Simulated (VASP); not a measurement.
Al2BP3:

```
CELL_PARAMETERS angstrom
2.44956 1.41426 4.00684
-2.44956 1.41426 4.00684
0.00000 -2.82851 4.00684
ATOMIC_POSITIONS crystal
Al 0.12945 0.12945 0.12945
Al 0.87055 0.87055 0.87055
B 0.50000 0.50000 0.50000
P 0.00000 0.50000 0.50000
P 0.50000 0.00000 0.50000
P 0.50000 0.50000 0.00000
```

The cell was generated, and may not be a known phase.

```yaml
Program: VASP 6.6.1
Task: relaxation of cell and atoms
Functional: PBE
Potentials_or_basis: VASP PAW PBE potentials, release 64 (Al, B, P)
Cutoff: 600 eV
k_mesh: 12 × 12 × 12
Occupations: gaussian, width 0.1 eV
Spin: no spin polarisation
```

At the start: pressure -0.3 GPa; volume 13.88 Å³/atom.

**Question.** How do energy, volume and symmetry change on relaxing?

**Answer.** Over 23 steps the energy falls by 245.0 meV/atom and the volume is 15.03 Å³/atom (+8.3 %); space group R-3m (No. 166, to 0.1 Å) before and after.

Step by step:
| step | energy change (eV) | largest force (eV/Å) | pressure (GPa) | volume (Å³) |
| --- | --- | --- | --- | --- |
| 1 | 0.0000 | 0.0430 | -0.28 | 83.29 |
| 2 | -0.1049 | 0.0448 | -0.24 | 82.96 |
| 3 | -0.3790 | 0.1382 | 1.12 | 81.57 |
| 4 | -0.7479 | 0.9754 | 13.31 | 76.72 |
| 5 | -0.3546 | 2.6469 | 23.50 | 74.41 |
| 6 | -0.7405 | 1.0783 | 14.19 | 76.51 |
| 7 | -0.7658 | 1.1676 | 14.28 | 76.68 |
| 8 | -0.8302 | 1.4655 | 14.54 | 77.19 |
| 9 | -0.8409 | 2.2142 | 15.32 | 78.13 |
| 10 | -0.8591 | 1.9067 | 14.97 | 77.79 |
| 11 | -0.9317 | 1.8048 | 13.78 | 78.51 |
| 12 | -1.1164 | 1.5280 | 10.45 | 80.70 |
| 13 | -1.3524 | 1.0926 | 4.82 | 85.18 |
| 14 | -1.4114 | 0.5867 | -3.33 | 94.53 |
| 15 | -1.4444 | 0.7218 | -0.74 | 91.04 |
| 16 | -1.4445 | 0.7378 | -0.47 | 90.71 |
| 17 | -1.4555 | 0.5543 | -0.30 | 90.49 |
| 18 | -1.4696 | 0.0546 | 0.26 | 89.87 |
| 19 | -1.4696 | 0.0313 | 0.28 | 89.84 |
| 20 | -1.4698 | 0.0281 | 0.18 | 89.95 |
| 21 | -1.4699 | 0.0223 | -0.03 | 90.15 |
| 22 | -1.4700 | 0.0163 | -0.02 | 90.16 |
| 23 | -1.4701 | 0.0013 | 0.00 | 90.21 |

Final structure:
```xyz
6
Lattice="2.9837 1.7227 2.9250 -2.9837 1.7227 2.9250 0.0000 -3.4453 2.9250" Properties=species:S:1:pos:R:3 pbc="T T T"
Al    0.0000    0.0000    1.2284
Al    0.0000    0.0000    7.5466
B     0.0000    0.0000    4.3875
P    -1.4919   -0.8613    2.9250
P     1.4919   -0.8613    2.9250
P     0.0000    1.7227    2.9250
```
